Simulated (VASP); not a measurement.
# CaZr2N2 in VASP: further runs

Runs on CaZr2N2. Level: PBE. Tasks: single point, relaxation of cell and atoms.

Everything below comes from runs of VASP 6.6.1. Logs are shortened: lines on timing, memory, paths and dates and some standing lists are left out, and cuts for length are marked.

## 1. The cell of the first run

The typed cell holds 5 atoms: a = 3.779 Å, b = 3.779 Å, c = 5.975 Å, α = 90.00°, β = 90.00°, γ = 90.00°.

## 2. Single point, PBE

INCAR

```
PREC = Accurate ; ENCUT = 520
EDIFF = 1E-6 ; ISMEAR = 0
SIGMA = 0.1 ; LREAL = F
LASPH = T ; NELM = 60
ALGO = Normal ; ISIF = 2
LWAVE = F ; LCHARG = F
GGA = PE ; NBANDS = 30
```

KPOINTS

```
regular mesh
0
Gamma
  4 4 4
```

POSCAR

```
CaZr2N2
1.0
    3.7792190774      0.0000000000      0.0000000000
    0.0000000000      3.7792190774      0.0000000000
    0.0000000000      0.0000000000      5.9745838785
Ca Zr N
1 2 2
Direct
    0.0000000000      0.0000000000      0.4638124938
    0.5000000000      0.0000000000     -0.0360441070
    0.0000000000      0.5000000000     -0.0360441070
    0.5000000000      0.5000000000      0.7306130661
    0.5000000000      0.5000000000      0.1975531741
```

Potentials or basis: VASP PAW PBE potentials, release 64 (Ca_sv, Zr_sv, N).

The run is started by

```bash
$ cat potpaw_PBE.64/Ca_sv/POTCAR potpaw_PBE.64/Zr_sv/POTCAR potpaw_PBE.64/N/POTCAR > POTCAR
$ mpirun -np 1 vasp_std > vasp.out
```

OUTCAR:

```text
PREC = Accurate
   ENCUT = 520
   EDIFF = 1E-6
   ISMEAR = 0
   LREAL = F
   LASPH = T
   NELM = 60
   ISIF = 2
   GGA = PE

 ion  position               nearest neighbor table
   1  0.000  0.000  0.464-   2 3.53   3 3.53   3 3.53   2 3.53   3 3.54   2 3.54   2 3.54   3 3.54

   2  0.500  0.000  0.964-   4 2.35   4 2.35   5 2.35   5 2.35   3 2.67   3 2.67   3 2.67   3 2.67
                             1 3.53   1 3.53   1 3.54   1 3.54
   3  0.000  0.500  0.964-   4 2.35   4 2.35   5 2.35   5 2.35   2 2.67   2 2.67   2 2.67   2 2.67
                             1 3.53   1 3.53   1 3.54   1 3.54
   4  0.500  0.500  0.731-   2 2.35   3 2.35   2 2.35   3 2.35
   5  0.500  0.500  0.198-   2 2.35   3 2.35   2 2.35   3 2.35

  LATTYP: Found a simple tetragonal cell.
 ALAT       =     3.7792190774
 C/A-ratio  =     1.5809043499

  Lattice vectors:

 A1 = (   3.7792190774,   0.0000000000,   0.0000000000)
 A2 = (   0.0000000000,   3.7792190774,   0.0000000000)
 A3 = (   0.0000000000,   0.0000000000,   5.9745838785)

Analysis of symmetry for initial positions (statically):
=====================================================================
 Subroutine PRICEL returns:
 Original cell was already a primitive cell.

 Routine SETGRP: Setting up the symmetry group for a
 simple tetragonal supercell.

 Subroutine GETGRP returns: Found  8 space group operations
 (whereof  8 operations were pure point group operations)
 out of a pool of 16 trial point group operations.

The static configuration has the point symmetry C_4v.

Analysis of symmetry for dynamics (positions and initial velocities):
=====================================================================
 Subroutine PRICEL returns:
 Original cell was already a primitive cell.

 Routine SETGRP: Setting up the symmetry group for a
 simple tetragonal supercell.

 Subroutine GETGRP returns: Found  8 space group operations
 (whereof  8 operations were pure point group operations)
 out of a pool of 16 trial point group operations.

The dynamic configuration has the point symmetry C_4v.

 Subroutine INISYM returns: Found  8 space group operations
 (whereof  8 operations are pure point group operations),
 and found     1 'primitive' translations

----------------------------------------------------------------------------------------

                                     Primitive cell

  volume of cell :      85.3320

  direct lattice vectors                    reciprocal lattice vectors
     3.779219077  0.000000000  0.000000000     0.264604930  0.000000000  0.000000000
     0.000000000  3.779219077  0.000000000     0.000000000  0.264604930  0.000000000
     0.000000000  0.000000000  5.974583878     0.000000000  0.000000000  0.167375673

  length of vectors
     3.779219077  3.779219077  5.974583878     0.264604930  0.264604930  0.167375673

  position of ions in fractional coordinates (direct lattice)
     0.000000000  0.000000000  0.463812494
     0.500000000  0.000000000  0.963955893
     0.000000000  0.500000000  0.963955893
     0.500000000  0.500000000  0.730613066
     0.500000000  0.500000000  0.197553174

  ion indices of the primitive-cell ions
   primitive index   ion index
                 1           1
                 2           2
                 3           3
                 4           4
                 5           5

----------------------------------------------------------------------------------------

 KPOINTS: regular mesh

Automatic generation of k-mesh.
 Grid dimensions read from file:
 generate k-points for:    4    4    4

 Generating k-lattice:

  Cartesian coordinates                     Fractional coordinates (reciprocal lattice)
     0.066151233  0.000000000  0.000000000     0.250000000  0.000000000  0.000000000
     0.000000000  0.066151233  0.000000000     0.000000000  0.250000000  0.000000000
     0.000000000  0.000000000  0.041843918     0.000000000  0.000000000  0.250000000

  Length of vectors
     0.066151233  0.066151233  0.041843918

  Shift w.r.t. Gamma in fractional coordinates (k-lattice)
     0.000000000  0.000000000  0.000000000

 Subroutine IBZKPT returns following result:
 ===========================================

 Found     18 irreducible k-points:

 Following reciprocal coordinates:
            Coordinates               Weight
  0.000000  0.000000  0.000000      1.000000
  0.250000  0.000000  0.000000      4.000000
  0.500000  0.000000  0.000000      2.000000
  0.250000  0.250000  0.000000      4.000000
  0.500000  0.250000  0.000000      4.000000
  0.500000  0.500000  0.000000      1.000000
[... 10 lines left out ...]
  0.500000  0.250000  0.500000      4.000000
  0.500000  0.500000  0.500000      1.000000
   k-points           NKPTS =     18   k-points in BZ     NKDIM =     18   number of bands    NBANDS=     30
   number of dos      NEDOS =    301   number of ions     NIONS =      5
   total plane-waves  NPLWV =  37632
[... 54 lines left out ...]

 Free energy of the ion-electron system (eV)
  ---------------------------------------------------
  ext. energy  EPLUGINS =         0.00000000
  ---------------------------------------------------
  free energy    TOTEN  =       -37.60570803 eV

  energy without entropy =      -37.59215068  energy(sigma->0) =      -37.59892936

 E-fermi :   6.8505     XC(G=0): -10.5717

 val. band max:        6.7289828791   @ k =   0.2500   0.2500   0.2500
 cond. band min:       6.8869790964   @ k =   0.2500   0.2500   0.2500
 fundamental gap:      0.1579962174
 Fermi energy:         6.8504988258

 k-point     1 :       0.0000    0.0000    0.0000
  band No.  band energies     occupation
      1     -41.7984      2.00000
      2     -41.1140      2.00000
      3     -34.7993      2.00000
      4     -20.5608      2.00000
      5     -20.5608      2.00000
      6     -20.0274      2.00000
[... 22 lines left out ...]
     29      11.1732      0.00000
     30      11.3013      0.00000

 k-point     2 :       0.2500    0.0000    0.0000
  band No.  band energies     occupation
      1     -41.6996      2.00000
      2     -41.2156      2.00000
      3     -34.7958      2.00000
      4     -20.3648      2.00000
      5     -20.3089      2.00000
      6     -19.9139      2.00000
[... 22 lines left out ...]
     29      10.9895      0.00000
     30      11.2514      0.00000

 k-point     3 :       0.5000    0.0000    0.0000
  band No.  band energies     occupation
      1     -41.4603      2.00000
      2     -41.4577      2.00000
      3     -34.7924      2.00000
      4     -19.8663      2.00000
      5     -19.7018      2.00000
      6     -19.6806      2.00000
[... 22 lines left out ...]
     29       9.7771      0.00000
     30      10.4208      0.00000

 k-point     4 :       0.2500    0.2500    0.0000
  band No.  band energies     occupation
      1     -41.6267      2.00000
      2     -41.2841      2.00000
      3     -34.7924      2.00000
      4     -20.8031      2.00000
      5     -19.8841      2.00000
      6     -19.8271      2.00000
[... 22 lines left out ...]
     29      10.4305      0.00000
     30      10.4539      0.00000

 k-point     5 :       0.5000    0.2500    0.0000
  band No.  band energies     occupation
      1     -41.4538      2.00000
      2     -41.4525      2.00000
      3     -34.7890      2.00000
      4     -20.7554      2.00000
      5     -20.5216      2.00000
      6     -19.6388      2.00000
[... 22 lines left out ...]
     29      10.6261      0.00000
     30      11.0601      0.00000
[... 328 lines left out ...]
     29      10.2299      0.00000
     30      10.5364      0.00000

 k-point    16 :       0.2500    0.2500    0.5000
  band No.  band energies     occupation
      1     -41.6266      2.00000
      2     -41.2841      2.00000
      3     -34.7925      2.00000
      4     -20.8034      2.00000
      5     -19.8852      2.00000
      6     -19.8246      2.00000
[... 22 lines left out ...]
     29      10.8073      0.00000
     30      10.8780      0.00000

 k-point    17 :       0.5000    0.2500    0.5000
  band No.  band energies     occupation
      1     -41.4538      2.00000
      2     -41.4525      2.00000
      3     -34.7890      2.00000
      4     -20.7552      2.00000
      5     -20.5236      2.00000
      6     -19.6411      2.00000
[... 22 lines left out ...]
     29      10.9610      0.00000
     30      11.0961      0.00000

 k-point    18 :       0.5000    0.5000    0.5000
  band No.  band energies     occupation
      1     -41.4472      2.00000
      2     -41.4472      2.00000
      3     -34.7856      2.00000
      4     -21.1486      2.00000
      5     -20.8773      2.00000
      6     -19.6177      2.00000
[... 22 lines left out ...]
     29      11.5421      0.00000
     30      11.8535      0.00000

------------------------ aborting loop because EDIFF is reached ----------------------------------------

  FORCE on cell =-STRESS in cart. coord.  units (eV):
  Direction    XX          YY          ZZ          XY          YZ          ZX
  --------------------------------------------------------------------------------------
  -------------------------------------------------------------------------------------
  Total        0.2393577      0.2393577      0.0579360      0.0000000      0.0000000      0.0000000
  in kB        4.4941349      4.4941349      1.0877963      0.0000000      0.0000000      0.0000000
  external PRESSURE =       3.3586887 kB  Pullay stress =       0.0000000 kB

 VOLUME and BASIS-vectors are now :
 -----------------------------------------------------------------------------
  energy-cutoff  :      520.00
  volume of cell :       85.33
      direct lattice vectors                 reciprocal lattice vectors
     3.779219077  0.000000000  0.000000000     0.264604930  0.000000000  0.000000000
     0.000000000  3.779219077  0.000000000     0.000000000  0.264604930  0.000000000
     0.000000000  0.000000000  5.974583878     0.000000000  0.000000000  0.167375673

 POSITION                                       TOTAL-FORCE (eV/Angst)
 -----------------------------------------------------------------------------------
      0.00000      0.00000      2.77109        -0.000000      0.000000      0.002630
      1.88961      0.00000      5.75924        -0.000000      0.000000     -0.000779
      0.00000      1.88961      5.75924        -0.000000     -0.000000     -0.000779
      1.88961      1.88961      4.36511        -0.000000      0.000000     -0.022006
      1.88961      1.88961      1.18030         0.000000      0.000000      0.020934
 -----------------------------------------------------------------------------------
    total drift:                                0.000000     -0.000000     -0.000250

  FREE ENERGIE OF THE ION-ELECTRON SYSTEM (eV)
  ---------------------------------------------------
  free  energy   TOTEN  =       -37.6057080321 eV

  energy  without entropy=      -37.5921506786  energy(sigma->0) =      -37.59892936
```

It took 28 s on 1 thread of Oxide Virtual Turin-like, shared host; peak memory 0.18 GiB.

Results:

```
Free energy            : -37.6057 eV
Pressure               : 0.3 GPa
Largest force          : 0.022 eV/Å
Band gap on the k mesh : zero (band 22 reaches 8.03 eV, above the bottom of band 23 at 6.42 eV)
```

Forces in eV/Å, atoms in the order of the input:
```
Ca   0.000  0.000  0.003
Zr   0.000  0.000 -0.001
Zr   0.000  0.000 -0.001
N    0.000  0.000 -0.022
N    0.000  0.000  0.021
```

Stress tensor (GPa, compression positive):
```
0.45 0.00 0.00
0.00 0.45 0.00
0.00 0.00 0.11
```

Caveat: the k points lie up to 0.42 Å⁻¹ apart.

## 3. Single point, PBE

INCAR

```
PREC = Accurate ; ENCUT = 520
EDIFF = 1E-6 ; ISMEAR = 0
SIGMA = 0.1 ; LREAL = F
LASPH = T ; NELM = 60
ALGO = Normal ; ISIF = 2
LWAVE = F ; LCHARG = T
GGA = PE ; LELF = T
LVHAR = T ; NBANDS = 30
```

KPOINTS

```
regular mesh
0
Gamma
  10 10 6
```

POSCAR

```
CaZr2N2
1.0
    3.7721726943      0.0000000000      0.0000000000
    0.0000000000      3.7721726943      0.0000000000
    0.0000000000      0.0000000000      5.9925924340
Ca Zr N
1 2 2
Direct
    0.0000000000      0.0000000000      0.0000000000
    0.5000000000      0.0000000000      0.5000000000
    0.0000000000      0.5000000000      0.5000000000
    0.5000000000      0.5000000000      0.2661895351
    0.5000000000      0.5000000000      0.7338104649
```

Potentials or basis: VASP PAW PBE potentials, release 64 (Ca_sv, Zr_sv, N).

The run is started by

```bash
$ cat potpaw_PBE.64/Ca_sv/POTCAR potpaw_PBE.64/Zr_sv/POTCAR potpaw_PBE.64/N/POTCAR > POTCAR
$ mpirun -np 1 vasp_std > vasp.out
```

Wall time 4.8 min (1 thread of Oxide Virtual Turin-like, shared host); peak memory 0.3 GiB.

It converged, with:

```
Free energy            : -37.6388 eV
Pressure               : 0.2 GPa
Largest force          : 0.015 eV/Å
Band gap on the k mesh : zero (band 22 reaches 8.12 eV, above the bottom of band 23 at 6.41 eV)
```

Forces on the atoms (eV/Å):
```
Ca   0.000  0.000  0.000
Zr   0.000  0.000  0.000
Zr   0.000  0.000  0.000
N    0.000  0.000 -0.015
N    0.000  0.000  0.015
```

Levels at points of the mesh, in eV from the Fermi level:
| k point | band 20 | band 21 | band 22 | band 23 | band 24 | band 25 |
| --- | --- | --- | --- | --- | --- | --- |
| (0.00, 0.00, 0.00) | -1.69 | -1.69 | -0.49 | 0.60 | 0.92 | 1.81 |
| (0.50, 0.00, 0.00) | -1.21 | -1.15 | 1.06 | 1.46 | 1.61 | 1.68 |
| (0.50, 0.50, 0.00) | -2.26 | -1.47 | -0.58 | -0.58 | 0.61 | 2.42 |
| (0.00, 0.00, 0.50) | -2.23 | -1.67 | -1.67 | 1.21 | 1.40 | 1.60 |
| (0.50, 0.00, 0.50) | -1.87 | -0.96 | 0.62 | 1.47 | 1.55 | 1.56 |
| (0.50, 0.50, 0.50) | -2.42 | -1.59 | -0.56 | -0.56 | 2.03 | 2.03 |

## 4. Single point, PBE, collinear spin, ferromagnetic start

INCAR

```
SYSTEM = CaZr2N2
  PREC = Accurate
  ENCUT = 520
  EDIFF = 1E-6
  ISMEAR = 0
  SIGMA = 0.1
  LREAL = .FALSE.
  LASPH = .TRUE.
  NELM = 150
  ALGO = Normal
  ISIF = 2
  LWAVE = .FALSE.
  LCHARG = .TRUE.
  ISPIN = 2
  MAGMOM = 0 1 1 0 0
  LORBIT = 11
  LMAXMIX = 4
  GGA = PE
  LELF = .TRUE.
  LVHAR = .TRUE.
  NBANDS = 34
```

KPOINTS

```
regular mesh
0
G
  4 4 4
  0 0 0
```

POSCAR

```
CaZr2N2
1.0
    3.7792190774      0.0000000000      0.0000000000
    0.0000000000      3.7792190774      0.0000000000
    0.0000000000      0.0000000000      5.9745838785
Ca Zr N
1 2 2
Direct
    0.0000000000      0.0000000000      0.0000000000
    0.5000000000      0.0000000000      0.5000000000
    0.0000000000      0.5000000000      0.5000000000
    0.5000000000      0.5000000000      0.2668005723
    0.5000000000      0.5000000000      0.7331994277
```

The run is started by

```bash
$ cat potpaw_PBE.64/Ca_sv/POTCAR potpaw_PBE.64/Zr_sv/POTCAR potpaw_PBE.64/N/POTCAR > POTCAR
$ mpirun -np 1 vasp_std > vasp.out
```

It took 2.6 min on 1 thread of Oxide Virtual Turin-like, shared host; peak memory 0.23 GiB.

It converged, with:

| Quantity | Value |
| --- | --- |
| Free energy | -37.6056 eV |
| Pressure | 0.4 GPa |
| Largest force | 0.045 eV/Å |
| Band gap on the k mesh | zero (filled and empty bands overlap) |
| Net moment | 0.00 μB per cell |
| Valence electrons inside the program's atomic spheres | Ca 8.07; Zr 10.10; N 3.59 |

Forces in eV/Å, atoms in the order of the input:
```
Ca   0.000  0.000  0.000
Zr   0.000  0.000  0.000
Zr   0.000  0.000  0.000
N    0.000  0.000 -0.045
N    0.000  0.000  0.045
```

Stress tensor (GPa, compression positive):
```
0.50 0.00 0.00
0.00 0.50 0.00
0.00 0.00 0.20
```

Levels at points of the mesh, in eV from the Fermi level:
Spin up:
| k point | band 18 | band 19 | band 20 | band 21 | band 22 | band 23 | band 24 | band 25 | band 26 | band 27 |
| --- | --- | --- | --- | --- | --- | --- | --- | --- | --- | --- |
| (0.00, 0.00, 0.00) | -3.59 | -2.08 | -1.57 | -1.57 | -0.34 | 0.75 | 1.04 | 1.95 | 2.82 | 2.82 |
| (0.50, 0.00, 0.00) | -2.86 | -2.02 | -1.06 | -0.98 | 1.18 | 1.55 | 1.72 | 1.82 | 2.17 | 2.75 |
| (0.50, 0.50, 0.00) | -2.24 | -2.24 | -2.09 | -1.30 | -0.43 | -0.43 | 0.76 | 2.52 | 2.52 | 3.78 |
| (0.00, 0.00, 0.50) | -3.34 | -2.42 | -2.08 | -1.54 | -1.54 | 1.36 | 1.55 | 1.73 | 3.11 | 3.11 |
| (0.50, 0.00, 0.50) | -3.13 | -2.13 | -1.76 | -0.80 | 0.76 | 1.58 | 1.67 | 1.68 | 2.26 | 2.87 |
| (0.50, 0.50, 0.50) | -2.58 | -2.29 | -2.29 | -1.49 | -0.41 | -0.41 | 2.14 | 2.14 | 2.20 | 3.45 |
Spin down:
```
           k point  band 19  band 20  band 21  band 22  band 23  band 24  band 25  band 26
(0.00, 0.00, 0.00)    -2.08    -1.57    -1.57    -0.34     0.75     1.04     1.95     2.82
(0.50, 0.00, 0.00)    -2.02    -1.06    -0.98     1.18     1.55     1.72     1.82     2.17
(0.50, 0.50, 0.00)    -2.24    -2.09    -1.30    -0.43    -0.43     0.76     2.52     2.52
(0.00, 0.00, 0.50)    -2.42    -2.08    -1.54    -1.54     1.36     1.55     1.73     3.11
(0.50, 0.00, 0.50)    -2.13    -1.76    -0.80     0.76     1.58     1.67     1.68     2.26
(0.50, 0.50, 0.50)    -2.29    -2.29    -1.49    -0.41    -0.41     2.14     2.14     2.20
```

Caveat: the k points lie up to 0.42 Å⁻¹ apart.

## 5. Relaxation of cell and atoms, PBE

INCAR

```
PREC = Accurate
ENCUT = 600
EDIFF = 1E-6
ISMEAR = 0
SIGMA = 0.1
LREAL = False
LASPH = True
NELM = 100
ALGO = Normal
ISIF = 3
LWAVE = False
LCHARG = False
GGA = PE
IBRION = 2
NSW = 100
EDIFFG = -0.01
```

KPOINTS

```
regular mesh
0
Gamma
  10 10 6
```

POSCAR is that of step 4.

The run is started by

```bash
$ cat potpaw_PBE.64/Ca_sv/POTCAR potpaw_PBE.64/Zr_sv/POTCAR potpaw_PBE.64/N/POTCAR > POTCAR
$ mpirun -np 1 vasp_std > vasp.out
```

Wall time 9.4 min (1 thread of Oxide Virtual Turin-like, shared host); peak memory 0.34 GiB.

The run converged. Its results:

```
Free energy                            : -37.6427 eV
Relaxed volume                         : 17.08 Å³/atom
Relaxed cell                           : a = 3.774 Å, b = 3.774 Å, c = 5.997 Å, α = 90.00°, β = 90.00°, γ = 90.00°
Space group after relaxing (to 0.05 Å) : P4/mmm (No. 123)
Energy gained by relaxing              : 0.3 meV/atom
Ionic steps                            : 3
Pressure after relaxing                : -0.1 GPa
Band gap on the k mesh                 : zero (band 22 reaches 8.11 eV, above the bottom of band 23 at 6.40 eV)
```

Step by step:
```
step  energy change (eV)  largest force (eV/Å)  pressure (GPa)  volume (Å³)
   1              0.0000                0.0876            0.09        85.33
   2             -0.0013                0.0242           -0.13        85.45
   3             -0.0014                0.0006           -0.07        85.42
```

Final structure:
```
Ca Zr N
1.0
     3.77424    0.00000    0.00000
     0.00000    3.77424    0.00000
     0.00000    0.00000    5.99657
Ca Zr N
1 2 2
Direct
  0.00000 0.00000 0.00000
  0.50000 0.00000 0.50000
  0.00000 0.50000 0.50000
  0.50000 0.50000 0.26625
  0.50000 0.50000 0.73375
```

Levels at points of the mesh, in eV from the Fermi level:
```
           k point  band 19  band 20  band 21  band 22  band 23  band 24  band 25  band 26
(0.00, 0.00, 0.00)    -2.22    -1.69    -1.69    -0.49     0.60     0.92     1.80     2.71
(0.50, 0.00, 0.00)    -2.13    -1.21    -1.14     1.06     1.46     1.61     1.68     2.04
(0.50, 0.50, 0.00)    -2.37    -2.25    -1.47    -0.57    -0.57     0.61     2.42     2.42
(0.00, 0.00, 0.50)    -2.56    -2.22    -1.66    -1.66     1.21     1.39     1.60     2.99
(0.50, 0.00, 0.50)    -2.27    -1.87    -0.96     0.62     1.46     1.55     1.55     2.16
(0.50, 0.50, 0.50)    -2.42    -2.42    -1.60    -0.56    -0.56     2.03     2.03     2.04
```

## 6. Overview

```csv
task,spin,cell,k mesh,cutoff (eV),gap on the mesh (eV),pressure (GPa),largest force (eV/Å)
single point,off,"a = 3.779, b = 3.779, c = 5.975 Å, 5 atoms",4 × 4 × 4,520,none,0.3,0.02
single point,off,"a = 3.772, b = 3.772, c = 5.993 Å, 5 atoms",10 × 10 × 6,520,none,0.2,0.02
single point,"collinear, ferromagnetic start","a = 3.779, b = 3.779, c = 5.975 Å, 5 atoms",4 × 4 × 4,520,none,0.4,0.05
relaxation of cell and atoms,off,"relaxed from a = 3.779, b = 3.779, c = 5.975 Å, 5 atoms",10 × 10 × 6,600,none,-0.1,-
```

Some of these runs hold the atoms at other places in the same cell, which the table doesn't show; runs alike in all that it shows share one row.

Alike in all rows: level PBE; potentials or basis VASP PAW PBE potentials, release 64 (Ca_sv, Zr_sv, N); smearing gaussian 0.1 eV.

Caveats: some runs use coarse meshes.

Total energies depend on the potentials used, so only differences within one code and one set of settings carry meaning.
